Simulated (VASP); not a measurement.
# LiTi8O16 (a cell with a defect) (Li interstitial hop between voids) in VASP: single point with PBE

Aim: the single point of LiTi8O16 (a cell with a defect) (Li interstitial hop between voids) with PBE.

All numbers are computed with VASP 6.6.1; they aren't measurements. Logs are shortened: lines on timing, memory, paths and dates and some standing lists are left out, and cuts for length are marked.

## (1) The cell of the first run

The cell holds a defect, 25 atoms: a = 7.597 Å, b = 7.597 Å, c = 5.545 Å, α = 110.03°, β = 110.03°, γ = 90.00°.

## (2) Single point, PBE

Contents of INCAR:

```
  ALGO = Normal
  EDIFF = 1E-6
  ENCUT = 520
  GGA = PE
  ISIF = 2
  ISMEAR = -1
  LASPH = T
  LCHARG = F
  LREAL = Auto
  LWAVE = F
  NBANDS = 116
  NELECT = 194.0
  NELM = 60
  PREC = Accurate
  SIGMA = 0.01
```

Contents of KPOINTS:

```
Automatic mesh
0
Gamma
  2 2 2
  0.5 0.5 0.5
```

Contents of POSCAR:

```
LiTi8O16
1.0
    0.0000000000     -7.5970067500      0.0000000000
    7.5970067500      0.0000000000      0.0000000000
   -1.8992516900      1.8992516900      4.8515712600
Ti O Li
8 16 1
Direct
   -0.0053995500      0.0091885100     -0.0075140600
    0.3759509500      0.1071843800      0.4743166400
   -0.0041043500      0.5168275300      0.0128526700
    0.3774511900      0.6148874700      0.4948169500
    0.4945507700      0.0061355900     -0.0196209600
    0.8637090200      0.1121241400      0.4838413200
    0.5083509500      0.5119857000      0.0035562600
    0.8773391900      0.6178056800      0.5066318800
    0.4500288700      0.2266400800      0.8940016500
    0.0998357200      0.0943554800      0.4053271100
    0.2686150000      0.0139569200      0.0739070500
    0.3805316200      0.3952002200      0.5843578300
    0.4841350000      0.7283060600      0.9078529500
    0.1033936900      0.6103434100      0.4132315000
    0.2721824000      0.5294461700      0.0817258300
    0.4088986100      0.8939371300      0.5760854000
    0.9910301800      0.2289424600      0.9029570400
    0.6008110800      0.1116170100      0.4036378700
    0.7673484600      0.0383232400      0.0775641500
    0.9221100200      0.3973877500      0.5929113200
    0.9631192700      0.7299267200      0.9109989300
    0.6046687300      0.5855196600      0.4097824800
    0.7711524200      0.5123344200      0.0834736300
    0.8879588600      0.8956549700      0.5793820500
    0.1859439100      0.3124854600      0.7423006300
```

Potentials or basis: VASP PAW PBE potentials, release 64 (Ti_sv, O, Li_sv).

Started as:

```
$ cat potpaw_PBE.64/Ti_sv/POTCAR potpaw_PBE.64/O/POTCAR potpaw_PBE.64/Li_sv/POTCAR > POTCAR
$ mpirun -np 1 vasp_std > vasp.out
```

OUTCAR:

```text
EDIFF = 1E-6
   ENCUT = 520
   GGA = PE
   ISIF = 2
   ISMEAR = -1
   LASPH = T
   LREAL = Auto
   NELECT = 194.0
   NELM = 60
   PREC = Accurate

 ion  position               nearest neighbor table
   1  0.995  0.009  0.992-  17 1.90  19 1.93  11 1.97  24 2.01  10 2.01  21 2.01
   2  0.376  0.107  0.474-  16 1.88  18 1.88  11 1.94  10 2.00   9 2.05  12 2.06  25 2.57
   3  0.996  0.517  0.013-  21 1.88  23 1.88  14 1.94  15 2.00  20 2.05  17 2.06  25 2.58
   4  0.377  0.615  0.495-  12 1.90  22 1.93  14 1.97  13 2.01  16 2.01  15 2.01
   5  0.495  0.006  0.980-   9 1.89  19 1.95  11 1.95  16 1.97  13 2.00  18 2.05
   6  0.864  0.112  0.484-  24 1.88  18 1.89  10 1.98  19 1.98  17 2.04  20 2.04  25 2.54
   7  0.508  0.512  0.004-  13 1.88  23 1.89  15 1.98  22 1.98  12 2.04   9 2.04  25 2.54
   8  0.877  0.618  0.507-  20 1.89  22 1.95  14 1.95  21 1.97  24 2.00  23 2.05
   9  0.450  0.227  0.894-   5 1.89   7 2.04   2 2.05  25 2.09
  10  0.100  0.094  0.405-  25 1.93   6 1.98   2 2.00   1 2.01
  11  0.269  0.014  0.074-   2 1.94   5 1.95   1 1.97
  12  0.381  0.395  0.584-   4 1.90   7 2.04   2 2.06  25 2.15
  13  0.484  0.728  0.908-   7 1.88   5 2.00   4 2.01
  14  0.103  0.610  0.413-   3 1.94   8 1.95   4 1.97
  15  0.272  0.529  0.082-  25 1.93   7 1.98   3 2.00   4 2.01
  16  0.409  0.894  0.576-   2 1.88   5 1.97   4 2.01
  17  0.991  0.229  0.903-   1 1.90   6 2.04   3 2.06  25 2.16
  18  0.601  0.112  0.404-   2 1.88   6 1.89   5 2.05
  19  0.767  0.038  0.078-   1 1.93   5 1.95   6 1.98
  20  0.922  0.397  0.593-   8 1.89   6 2.04   3 2.05  25 2.09
  21  0.963  0.730  0.911-   3 1.88   8 1.97   1 2.01
  22  0.605  0.586  0.410-   4 1.93   8 1.95   7 1.98
  23  0.771  0.512  0.083-   3 1.88   7 1.89   8 2.05
  24  0.888  0.896  0.579-   6 1.88   8 2.00   1 2.01
  25  0.186  0.312  0.742-  10 1.93  15 1.93  20 2.09   9 2.09  12 2.15  17 2.16   7 2.54   6 2.54
                             2 2.57   3 2.58

  LATTYP: Found a base centered monoclinic cell.
 ALAT       =    10.7437899793
 B/A-ratio  =     1.0000000000
 C/A-ratio  =     0.5161543360
 COS(beta)  =    -0.4843512549

  Lattice vectors:

 A1 = (   0.0000000000,  -7.5970067500,   0.0000000000)
 A2 = (   7.5970067500,   0.0000000000,   0.0000000000)
 A3 = (  -1.8992516900,   1.8992516900,   4.8515712600)

Analysis of symmetry for initial positions (statically):
=====================================================================
 Subroutine PRICEL returns:
 Original cell was already a primitive cell.

 Routine SETGRP: Setting up the symmetry group for a
 base centered monoclinic supercell.

 Subroutine GETGRP returns: Found  1 space group operations
 (whereof  1 operations were pure point group operations)
 out of a pool of  4 trial point group operations.

The static configuration has the point symmetry C_1 .

Analysis of symmetry for dynamics (positions and initial velocities):
=====================================================================
 Subroutine PRICEL returns:
 Original cell was already a primitive cell.

 Routine SETGRP: Setting up the symmetry group for a
 base centered monoclinic supercell.

 Subroutine GETGRP returns: Found  1 space group operations
 (whereof  1 operations were pure point group operations)
 out of a pool of  4 trial point group operations.

The dynamic configuration has the point symmetry C_1 .

 Subroutine INISYM returns: Found  1 space group operations
 (whereof  1 operations are pure point group operations),
 and found     1 'primitive' translations

----------------------------------------------------------------------------------------

                                     Primitive cell

  volume of cell :     280.0061

  direct lattice vectors                    reciprocal lattice vectors
     0.000000000 -7.597006750  0.000000000     0.000000000 -0.131630790  0.051529698
     7.597006750  0.000000000  0.000000000     0.131630790  0.000000000  0.051529698
    -1.899251690  1.899251690  4.851571260     0.000000000  0.000000000  0.206118790

  length of vectors
     7.597006750  7.597006750  5.545453783     0.141357613  0.141357613  0.206118790

  position of ions in fractional coordinates (direct lattice)
     0.994600450  0.009188510  0.992485940
     0.375950950  0.107184380  0.474316640
     0.995895650  0.516827530  0.012852670
     0.377451190  0.614887470  0.494816950
     0.494550770  0.006135590  0.980379040
     0.863709020  0.112124140  0.483841320
[... 17 lines left out ...]
     0.887958860  0.895654970  0.579382050
     0.185943910  0.312485460  0.742300630

  ion indices of the primitive-cell ions
   primitive index   ion index
                 1           1
                 2           2
                 3           3
                 4           4
                 5           5
                 6           6
[... 17 lines left out ...]
                24          24
                25          25

----------------------------------------------------------------------------------------

 KPOINTS: Automatic mesh

Automatic generation of k-mesh.
 Grid dimensions read from file:
 generate k-points for:    2    2    2

 Generating k-lattice:

  Cartesian coordinates                     Fractional coordinates (reciprocal lattice)
     0.000000000 -0.065815395  0.025764849     0.500000000  0.000000000  0.000000000
     0.065815395  0.000000000  0.025764849     0.000000000  0.500000000  0.000000000
     0.000000000  0.000000000  0.103059395     0.000000000  0.000000000  0.500000000

  Length of vectors
     0.070678806  0.070678806  0.103059395

  Shift w.r.t. Gamma in fractional coordinates (k-lattice)
     0.500000000  0.500000000  0.500000000

 Subroutine IBZKPT returns following result:
 ===========================================

 Found      4 irreducible k-points:

 Following reciprocal coordinates:
            Coordinates               Weight
  0.250000  0.250000  0.250000      2.000000
 -0.250000  0.250000  0.250000      2.000000
 -0.250000  0.250000 -0.250000      2.000000
 -0.250000 -0.250000  0.250000      2.000000
   k-points           NKPTS =      4   k-points in BZ     NKDIM =      4   number of bands    NBANDS=    116
   number of dos      NEDOS =    301   number of ions     NIONS =     25
   total plane-waves  NPLWV = 151200
   dimension x,y,z NGX =    60 NGY =   60 NGZ =   42
   dimension x,y,z NGXF=   120 NGYF=  120 NGZF=   84
   ions per type =               8  16   1
   NGX,Y,Z   is equivalent  to a cutoff of  13.13, 13.13, 12.59 a.u.
   NGXF,Y,Z  is equivalent  to a cutoff of  26.26, 26.26, 25.18 a.u.
 SYSTEM =  unknown system
   PREC   = accura    normal or accurate (medium, high low for compatibility)
   ISTART =      0    job   : 0-new  1-cont  2-samecut
   ICHARG =      2    charge: 1-file 2-atom 10-const
   ISPIN  =      1    spin polarized calculation?
   LNONCOLLINEAR =      F non collinear calculations
   LSORBIT =      F    spin-orbit coupling
   LASPH  =      T    aspherical Exc in radial PAW
   ENCUT  =  520.0 eV  38.22 Ry    6.18 a.u.  14.13 14.13 10.31*2*pi/ulx,y,z
   NELM   =     60;   NELMIN=  2; NELMDL= -5     # of ELM steps
   EDIFF  = 0.1E-05   stopping-criterion for ELM
   LREAL  =      T    real-space projection
   EDIFFG = 0.1E-04   stopping-criterion for IOM
   NSW    =      0    number of steps for IOM
   IBRION =     -1    ionic relax: 0-MD 1-quasi-New 2-CG
   NFREE  =      0    steps in history (QN), initial steepest desc. (CG)
   ISIF   =      2    stress and relaxation
   ISYM   =      2    0-nonsym 1-usesym 2-fastsym
   POTIM  = 0.5000    time-step for ionic-motion
   TEBEG  =    0.0;   TEEND  =   0.0 temperature during run
   PSTRESS=    0.0 pullay stress
   NELECT =     194.0000    total number of electrons
   NUPDOWN=      -1.0000    fix difference up-down
   EMIN   =  10.00;   EMAX   =-10.00  energy-range for DOS
   EFERMI =   0.00;   METHOD = LEGACY
   ISMEAR =    -1;   SIGMA  =   0.01  broadening in eV -4-tet -1-fermi 0-gaus
   EFERMI_NEDOS =   21; number of points for ismear=-14 and -15
   IALGO  =     38    algorithm
   IMIX   =      4    mixing-type and parameters
     AMIX     =   0.40;   BMIX     =  1.00
     AMIX_MAG =   1.60;   BMIX_MAG =  1.00
  volume/ion in A,a.u.               =      11.20        75.58
  Fermi-wavevector in a.u.,A,eV,Ry     =   1.448615  2.737485 28.551621  2.098485
  Thomas-Fermi vector in A             =   2.566436
   LORBIT       =      0    0 simple, 1 ext, 2 COOP (PROOUT), +10 PAW based schemes
   GGA     = PE    functional components
[... 5 lines left out ...]
 non-spin polarized calculation
  energy-cutoff  :      520.00
  volume of cell :      280.01
 maximum number of plane-waves:      7544
 NGX is ok and might be reduce to    60
   NGX = 29   NGY = 29   NGZ = 21

 number of electron     193.9999980 magnetization

 Free energy of the ion-electron system (eV)
  ---------------------------------------------------
  ext. energy  EPLUGINS =         0.00000000
  ---------------------------------------------------
  free energy    TOTEN  =      -224.37948238 eV

  energy without entropy =     -224.37948238  energy(sigma->0) =     -224.37948238

 E-fermi :   3.3745     XC(G=0): -10.6611

 val. band max:        3.1312570366   @ k =  -0.2500  -0.2500   0.2500
 cond. band min:       5.9923872186   @ k =  -0.2500   0.2500   0.2500
 fundamental gap:      2.8611301820
 Fermi energy:         3.3745421475

 k-point     1 :       0.2500    0.2500    0.2500
  band No.  band energies     occupation
      1     -53.0741      2.00000
      2     -53.0734      2.00000
      3     -53.0609      2.00000
      4     -53.0595      2.00000
      5     -53.0154      2.00000
      6     -53.0145      2.00000
[... 101 lines left out ...]
    108       6.8681      0.00000
    109       6.9139      0.00000

 k-point     2 :      -0.2500    0.2500    0.2500
  band No.  band energies     occupation
      1     -53.0759      2.00000
      2     -53.0720      2.00000
      3     -53.0623      2.00000
      4     -53.0573      2.00000
      5     -53.0158      2.00000
      6     -53.0144      2.00000
[... 101 lines left out ...]
    108       6.8654      0.00000
    109       6.9047      0.00000

 k-point     3 :      -0.2500    0.2500   -0.2500
  band No.  band energies     occupation
      1     -53.0746      2.00000
      2     -53.0733      2.00000
      3     -53.0606      2.00000
      4     -53.0592      2.00000
      5     -53.0153      2.00000
      6     -53.0146      2.00000
[... 101 lines left out ...]
    108       6.8409      0.00000
    109       6.8748      0.00000

 k-point     4 :      -0.2500   -0.2500    0.2500
  band No.  band energies     occupation
      1     -53.0766      2.00000
      2     -53.0719      2.00000
      3     -53.0617      2.00000
      4     -53.0572      2.00000
      5     -53.0155      2.00000
      6     -53.0148      2.00000
[... 101 lines left out ...]
    108       6.8398      0.00000
    109       6.8878      0.00000
 [bands above 109 left out]

------------------------ aborting loop because EDIFF is reached ----------------------------------------

  FORCE on cell =-STRESS in cart. coord.  units (eV):
  Direction    XX          YY          ZZ          XY          YZ          ZX
  --------------------------------------------------------------------------------------
  -------------------------------------------------------------------------------------
  Total       -7.4278772     -1.1254615     -6.0711710     -0.2409697      0.3890302     -0.5548055
  in kB      -42.5018526     -6.4398210    -34.7388639     -1.3788135      2.2260067     -3.1745627
  external PRESSURE =     -27.8935125 kB  Pullay stress =       0.0000000 kB

 VOLUME and BASIS-vectors are now :
 -----------------------------------------------------------------------------
  energy-cutoff  :      520.00
  volume of cell :      280.01
      direct lattice vectors                 reciprocal lattice vectors
     0.000000000 -7.597006750  0.000000000     0.000000000 -0.131630790  0.051529698
     7.597006750  0.000000000  0.000000000     0.131630790  0.000000000  0.051529698
    -1.899251690  1.899251690  4.851571260     0.000000000  0.000000000  0.206118790

 POSITION                                       TOTAL-FORCE (eV/Angst)
 -----------------------------------------------------------------------------------
     -1.81518     -5.67101      4.81512        -0.050483     -0.038611      0.075150
     -0.08657     -1.95526      2.30118         0.148250      0.047237      0.020910
      3.90193     -7.54142      0.06236        -0.155723     -0.084816     -0.020031
      3.73152     -1.92772      2.40064         0.048377      0.048993     -0.089355
     -1.81537     -1.89512      4.75638         0.002227     -0.049311      0.023706
     -0.06713     -5.64267      2.34739         0.041967     -0.009837     -0.014243
[... 17 lines left out ...]
      5.70390     -5.64544      2.81091        -0.032664      0.075878     -0.032638
      0.96414     -0.00280      3.60132         0.013954      0.008493      0.007964
 -----------------------------------------------------------------------------------
    total drift:                                0.013842     -0.003020     -0.001047

  FREE ENERGIE OF THE ION-ELECTRON SYSTEM (eV)
  ---------------------------------------------------
  free  energy   TOTEN  =      -224.3794823764 eV

  energy  without entropy=     -224.3794823764  energy(sigma->0) =     -224.37948238
```

Run time: 8.5 min. Hardware: 1 thread of Intel Xeon 6975P-C, shared host; peak memory 0.42 GiB.

Results:

* Free energy: -224.3795 eV
* Largest force: 0.178 eV/Å

Forces on the atoms (eV/Å):
```
Ti  -0.050 -0.039  0.075
Ti   0.148  0.047  0.021
Ti  -0.156 -0.085 -0.020
Ti   0.048  0.049 -0.089
Ti   0.002 -0.049  0.024
Ti   0.042 -0.010 -0.014
Ti  -0.050  0.027  0.013
Ti  -0.003  0.032 -0.011
O    0.029 -0.059  0.005
O    0.073 -0.062  0.011
O   -0.113  0.031 -0.055
O   -0.108  0.062 -0.008
O    0.043 -0.072  0.031
O    0.108 -0.024  0.048
O   -0.070  0.062 -0.003
O   -0.106  0.074  0.006
O    0.095 -0.065  0.007
O    0.067 -0.041  0.012
O   -0.099  0.036 -0.023
O   -0.043  0.059 -0.002
O    0.123 -0.073 -0.009
O    0.100 -0.037  0.015
O   -0.063  0.051 -0.007
O   -0.033  0.076 -0.033
Li   0.014  0.008  0.008
```

Levels at points of the mesh, in eV from the Fermi level:
```
           k point  band 93  band 94  band 95  band 96  band 97  band 98  band 99  band 100  band 101  band 102
(0.25, 0.25, 0.25)    -0.61    -0.56    -0.51    -0.47    -0.26     2.64     2.90      2.96      3.13      3.15
```

Caveat: the k points lie up to 0.65 Å⁻¹ apart; the cell carries a net charge on a neutralising background, which shifts energy and pressure; the cell is charged against a uniform background, so pressure and absolute levels hang on convention; the cutoff is under 1.25 times the usual one of these potentials, so pressure, stress and relaxed cells hold a basis-set (Pulay) error.
